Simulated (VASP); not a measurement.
# Ta3W2 (R-3m) in VASP: single point with PBE

Aim: the single point of Ta3W2 with PBE.

Program: VASP 6.6.1. These are calculated values, not measurements. Logs are shortened: lines on timing, memory, paths and dates and some standing lists are left out, and cuts for length are marked.

## 1. The cell of the first run

Symmetry: R-3m, No. 166, trigonal system. The conventional cell has a = 3.067 Å, b = 3.067 Å, c = 32.774 Å, α = 90.00°, β = 90.00°, γ = 120.00°. Within 3.7 Å of Ta (site symmetry 3m) lie 3 W at 2.80 Å and 9 Ta at 2.90 to 3.07 Å. Within 3.7 Å of Ta (site symmetry -3m) lie 6 W at 2.78 Å and 6 Ta at 3.07 Å. Within 3.7 Å of W (site symmetry 3m) lie 6 Ta at 2.78 to 2.80 Å and 6 W at 3.07 Å.

## 2. Single point, PBE

The input, INCAR:

```
ALGO = Fast
EDIFF = 1E-6
ENCUT = 520
GGA = PE
ISIF = 2
ISMEAR = 0
LASPH = T
LCHARG = F
LREAL = F
LWAVE = F
NBANDS = 38
NELM = 60
PREC = Accurate
SIGMA = 0.1
```

The input, KPOINTS:

```
k-points
0
Gamma
  6 6 6
```

The input, POSCAR:

```
Ta3W2
1.0
    1.5333234329      0.8852646983     10.9247915954
   -1.5333234329      0.8852646983     10.9247915954
    0.0000000000     -1.7705293919     10.9247915957
Ta W
3 2
Direct
    0.2016729654      0.2016729654      0.2016729654
    0.7983270346      0.7983270346      0.7983270346
    0.0000000000      0.0000000000      0.0000000000
    0.3988782665      0.3988782665      0.3988782665
    0.6011217335      0.6011217335      0.6011217335
```

Potentials or basis: VASP PAW PBE potentials, release 64 (Ta_pv, W_sv).

On the command line:

```console
cat potpaw_PBE.64/Ta_pv/POTCAR potpaw_PBE.64/W_sv/POTCAR > POTCAR
mpirun -np 1 vasp_std > vasp.out
```

OUTCAR:

```text
EDIFF = 1E-6
   ENCUT = 520
   GGA = PE
   ISIF = 2
   ISMEAR = 0
   LASPH = T
   LREAL = F
   NELM = 60
   PREC = Accurate

 ion  position               nearest neighbor table
   1  0.202  0.202  0.202-   5 2.80   5 2.80   5 2.80   2 2.90   2 2.90   2 2.90
   2  0.798  0.798  0.798-   4 2.80   4 2.80   4 2.80   1 2.90   1 2.90   1 2.90
   3  0.000  0.000  0.000-   5 2.78   5 2.78   4 2.78   4 2.78   5 2.78   4 2.78
   4  0.399  0.399  0.399-   3 2.78   3 2.78   3 2.78   2 2.80   2 2.80   2 2.80
   5  0.601  0.601  0.601-   3 2.78   3 2.78   3 2.78   1 2.80   1 2.80   1 2.80

  LATTYP: Found a trigonal (rhomboedric) cell.
 ALAT       =    11.0673323678
 COS(alpha) =     0.9616105725

  Lattice vectors:

 A1 = (   1.5333234329,   0.8852646983,  10.9247915954)
 A2 = (  -1.5333234329,   0.8852646983,  10.9247915954)
 A3 = (   0.0000000000,  -1.7705293919,  10.9247915957)

Analysis of symmetry for initial positions (statically):
=====================================================================
 Subroutine PRICEL returns:
 Original cell was already a primitive cell.

 Routine SETGRP: Setting up the symmetry group for a
 trigonal (rhombohedral) supercell.

 Subroutine GETGRP returns: Found 12 space group operations
 (whereof 12 operations were pure point group operations)
 out of a pool of 12 trial point group operations.

The static configuration has the point symmetry D_3d.

Analysis of symmetry for dynamics (positions and initial velocities):
=====================================================================
 Subroutine PRICEL returns:
 Original cell was already a primitive cell.

 Routine SETGRP: Setting up the symmetry group for a
 trigonal (rhombohedral) supercell.

 Subroutine GETGRP returns: Found 12 space group operations
 (whereof 12 operations were pure point group operations)
 out of a pool of 12 trial point group operations.

The dynamic configuration has the point symmetry D_3d.

 Subroutine INISYM returns: Found 12 space group operations
 (whereof 12 operations are pure point group operations),
 and found     1 'primitive' translations

----------------------------------------------------------------------------------------

                                     Primitive cell

  volume of cell :      88.9757

  direct lattice vectors                    reciprocal lattice vectors
     1.533323433  0.885264698 10.924791595     0.326089062  0.188267608  0.030511642
    -1.533323433  0.885264698 10.924791595    -0.326089062  0.188267608  0.030511642
     0.000000000 -1.770529392 10.924791596     0.000000000 -0.376535215  0.030511642

  length of vectors
    11.067332368 11.067332368 11.067332368     0.377769412  0.377769412  0.377769412

  position of ions in fractional coordinates (direct lattice)
     0.201672965  0.201672965  0.201672965
     0.798327035  0.798327035  0.798327035
     0.000000000  0.000000000  0.000000000
     0.398878266  0.398878266  0.398878266
     0.601121734  0.601121734  0.601121734

  ion indices of the primitive-cell ions
   primitive index   ion index
                 1           1
                 2           2
                 3           3
                 4           4
                 5           5

----------------------------------------------------------------------------------------

 KPOINTS: k-points

Automatic generation of k-mesh.
 Grid dimensions read from file:
 generate k-points for:    6    6    6

 Generating k-lattice:

  Cartesian coordinates                     Fractional coordinates (reciprocal lattice)
     0.054348177  0.031377935  0.005085274     0.166666667  0.000000000  0.000000000
    -0.054348177  0.031377935  0.005085274     0.000000000  0.166666667  0.000000000
     0.000000000 -0.062755869  0.005085274     0.000000000  0.000000000  0.166666667

  Length of vectors
     0.062961569  0.062961569  0.062961569

  Shift w.r.t. Gamma in fractional coordinates (k-lattice)
     0.000000000  0.000000000  0.000000000

 Subroutine IBZKPT returns following result:
 ===========================================

 Found     32 irreducible k-points:

 Following reciprocal coordinates:
            Coordinates               Weight
  0.000000  0.000000  0.000000      1.000000
  0.166667  0.000000  0.000000      6.000000
  0.333333  0.000000 -0.000000      6.000000
  0.500000  0.000000 -0.000000      3.000000
  0.166667  0.166667  0.000000      6.000000
  0.333333  0.166667 -0.000000     12.000000
[... 16 lines left out ...]
  0.500000  0.500000  0.166667      6.000000
 -0.333333  0.500000  0.166667     12.000000
 [... further k-points ...]
   k-points           NKPTS =     32   k-points in BZ     NKDIM =     32   number of bands    NBANDS=     38
   number of dos      NEDOS =    301   number of ions     NIONS =      5
   total plane-waves  NPLWV = 592704
   dimension x,y,z NGX =    84 NGY =   84 NGZ =   84
   dimension x,y,z NGXF=   168 NGYF=  168 NGZF=  168
   ions per type =               3   2
   NGX,Y,Z   is equivalent  to a cutoff of  12.62, 12.62, 12.62 a.u.
   NGXF,Y,Z  is equivalent  to a cutoff of  25.24, 25.24, 25.24 a.u.
 SYSTEM =  unknown system
   PREC   = accura    normal or accurate (medium, high low for compatibility)
   ISTART =      0    job   : 0-new  1-cont  2-samecut
   ICHARG =      2    charge: 1-file 2-atom 10-const
   ISPIN  =      1    spin polarized calculation?
   LNONCOLLINEAR =      F non collinear calculations
   LSORBIT =      F    spin-orbit coupling
   LASPH  =      T    aspherical Exc in radial PAW
   ENCUT  =  520.0 eV  38.22 Ry    6.18 a.u.  20.58 20.58 20.58*2*pi/ulx,y,z
   NELM   =     60;   NELMIN=  2; NELMDL= -5     # of ELM steps
   EDIFF  = 0.1E-05   stopping-criterion for ELM
   LREAL  =      F    real-space projection
   EDIFFG = 0.1E-04   stopping-criterion for IOM
   NSW    =      0    number of steps for IOM
   IBRION =     -1    ionic relax: 0-MD 1-quasi-New 2-CG
   NFREE  =      0    steps in history (QN), initial steepest desc. (CG)
   ISIF   =      2    stress and relaxation
   ISYM   =      2    0-nonsym 1-usesym 2-fastsym
   POTIM  = 0.5000    time-step for ionic-motion
   TEBEG  =    0.0;   TEEND  =   0.0 temperature during run
   PSTRESS=    0.0 pullay stress
   NELECT =      61.0000    total number of electrons
   NUPDOWN=      -1.0000    fix difference up-down
   EMIN   =  10.00;   EMAX   =-10.00  energy-range for DOS
   EFERMI =   0.00;   METHOD = LEGACY
   ISMEAR =     0;   SIGMA  =   0.10  broadening in eV -4-tet -1-fermi 0-gaus
   EFERMI_NEDOS =   21; number of points for ismear=-14 and -15
   IALGO  =     68    algorithm
   IMIX   =      4    mixing-type and parameters
     AMIX     =   0.40;   BMIX     =  1.00
     AMIX_MAG =   1.60;   BMIX_MAG =  1.00
  volume/ion in A,a.u.               =      17.80       120.09
  Fermi-wavevector in a.u.,A,eV,Ry     =   1.443536  2.727888 28.351774  2.083797
  Thomas-Fermi vector in A             =   2.561933
   LORBIT       =      0    0 simple, 1 ext, 2 COOP (PROOUT), +10 PAW based schemes
   GGA     = PE    functional components
   LHFCALC =     F    Hartree Fock is set to
   AEXX    =    0.0000 exact exchange contribution
   IVDW    =     0    specifies the selected vdW correction
   LEPSILON=     F    determine dielectric tensor
   LRPA    =     F    only Hartree local field effects (RPA)
 non-spin polarized calculation
 RMM-DIIS sequential band-by-band and
 Gauss-broadening in eV      SIGMA  =   0.10
  energy-cutoff  :      520.00
  volume of cell :       88.98
 maximum number of plane-waves:      2414
 NGX is ok and might be reduce to    84
   NGX = 41   NGY = 41   NGZ = 41

 number of electron      61.0000004 magnetization

 Free energy of the ion-electron system (eV)
  ---------------------------------------------------
  ext. energy  EPLUGINS =         0.00000000
  ---------------------------------------------------
  free energy    TOTEN  =       -59.79186557 eV

  energy without entropy =      -59.76264168  energy(sigma->0) =      -59.77725363

 E-fermi :   7.2935     XC(G=0): -12.7768

 val. band max:        7.2902389305   @ k =   0.3333   0.0000  -0.0000
 cond. band min:       7.2977964810   @ k =   0.3333   0.1667   0.1667
 fundamental gap:      0.0075575505
 Fermi energy:         7.2934516191

 k-point     1 :       0.0000    0.0000    0.0000
  band No.  band energies     occupation
      1     -66.1737      2.00000
      2     -66.1735      2.00000
      3     -30.4679      2.00000
      4     -30.4180      2.00000
      5     -30.2021      2.00000
      6     -30.2021      2.00000
[... 30 lines left out ...]
     37       9.1783      0.00000
     38       9.3295      0.00000

 k-point     2 :       0.1667    0.0000    0.0000
  band No.  band energies     occupation
      1     -66.1669      2.00000
      2     -66.1668      2.00000
      3     -30.4402      2.00000
      4     -30.4053      2.00000
      5     -30.3206      2.00000
      6     -30.3151      2.00000
[... 30 lines left out ...]
     37       9.0978      0.00000
     38       9.2352      0.00000

 k-point     3 :       0.3333    0.0000   -0.0000
  band No.  band energies     occupation
      1     -66.1535      2.00000
      2     -66.1534      2.00000
      3     -30.5565      2.00000
      4     -30.5386      2.00000
      5     -30.3883      2.00000
      6     -30.3707      2.00000
[... 30 lines left out ...]
     37      10.1755      0.00000
     38      10.9025      0.00000

 k-point     4 :       0.5000    0.0000   -0.0000
  band No.  band energies     occupation
      1     -66.1467      2.00000
      2     -66.1467      2.00000
      3     -30.6695      2.00000
      4     -30.6460      2.00000
      5     -30.3746      2.00000
      6     -30.3446      2.00000
[... 30 lines left out ...]
     37      11.1933      0.00000
     38      12.1516      0.00000
[... 703 lines left out ...]
      4     -30.5906      2.00000
      5     -30.3764      2.00000
      6     -30.3729      2.00000
[... 30 lines left out ...]
     37      10.9580      0.00000
     38      11.2052      0.00000

 k-point    23 :       0.5000    0.5000    0.1667
  band No.  band energies     occupation
      1     -66.1535      2.00000
      2     -66.1534      2.00000
      3     -30.5568      2.00000
      4     -30.5382      2.00000
      5     -30.3876      2.00000
      6     -30.3714      2.00000
[... 30 lines left out ...]
     37       9.8992      0.00000
     38      10.8060      0.00000

 k-point    24 :      -0.3333    0.5000    0.1667
  band No.  band energies     occupation
      1     -66.1467      2.00000
      2     -66.1467      2.00000
      3     -30.6104      2.00000
      4     -30.5908      2.00000
      5     -30.3763      2.00000
      6     -30.3730      2.00000
[... 30 lines left out ...]
     37      11.3052      0.00000
     38      11.5282      0.00000

 [... further k-points ...]

------------------------ aborting loop because EDIFF is reached ----------------------------------------

  FORCE on cell =-STRESS in cart. coord.  units (eV):
  Direction    XX          YY          ZZ          XY          YZ          ZX
  --------------------------------------------------------------------------------------
  -------------------------------------------------------------------------------------
  Total        0.1168856      0.1168856      0.0586589      0.0000000     -0.0000000      0.0000000
  in kB        2.1047489      2.1047489      1.0562650      0.0000000     -0.0000000      0.0000000
  external PRESSURE =       1.7552543 kB  Pullay stress =       0.0000000 kB

 VOLUME and BASIS-vectors are now :
 -----------------------------------------------------------------------------
  energy-cutoff  :      520.00
  volume of cell :       88.98
      direct lattice vectors                 reciprocal lattice vectors
     1.533323433  0.885264698 10.924791595     0.326089062  0.188267608  0.030511642
    -1.533323433  0.885264698 10.924791595    -0.326089062  0.188267608  0.030511642
     0.000000000 -1.770529392 10.924791596     0.000000000 -0.376535215  0.030511642

 POSITION                                       TOTAL-FORCE (eV/Angst)
 -----------------------------------------------------------------------------------
      0.00000      0.00000      6.60971         0.000000     -0.000000     -0.008285
      0.00000      0.00000     26.16467         0.000000      0.000000      0.008285
      0.00000      0.00000      0.00000         0.000000      0.000000     -0.000000
      0.00000      0.00000     13.07299         0.000000      0.000000      0.011073
      0.00000      0.00000     19.70139         0.000000     -0.000000     -0.011073
 -----------------------------------------------------------------------------------
    total drift:                                0.000000      0.000000     -0.000000

  FREE ENERGIE OF THE ION-ELECTRON SYSTEM (eV)
  ---------------------------------------------------
  free  energy   TOTEN  =       -59.7918655730 eV

  energy  without entropy=      -59.7626416823  energy(sigma->0) =      -59.77725363
```

Run time: 32 min. Hardware: 1 thread of Intel Xeon Platinum 8175M at 2.50GHz (Skylake/Cascade Lake), shared host; peak memory 1.2 GiB.

Results:

```
Free energy   : -59.7919 eV
Pressure      : 0.2 GPa
Largest force : 0.011 eV/Å
```

Forces in eV/Å, atoms in the order of the input:
```
Ta   0.000  0.000 -0.008
Ta   0.000  0.000  0.008
Ta   0.000  0.000  0.000
W    0.000  0.000  0.011
W    0.000  0.000 -0.011
```

Stress tensor (GPa, compression positive):
```
0.21 0.00 0.00
0.00 0.21 0.00
0.00 0.00 0.11
```

Caveat: the k points lie up to 0.40 Å⁻¹ apart; spin-orbit coupling is left out, which moves the levels of the heavy elements.
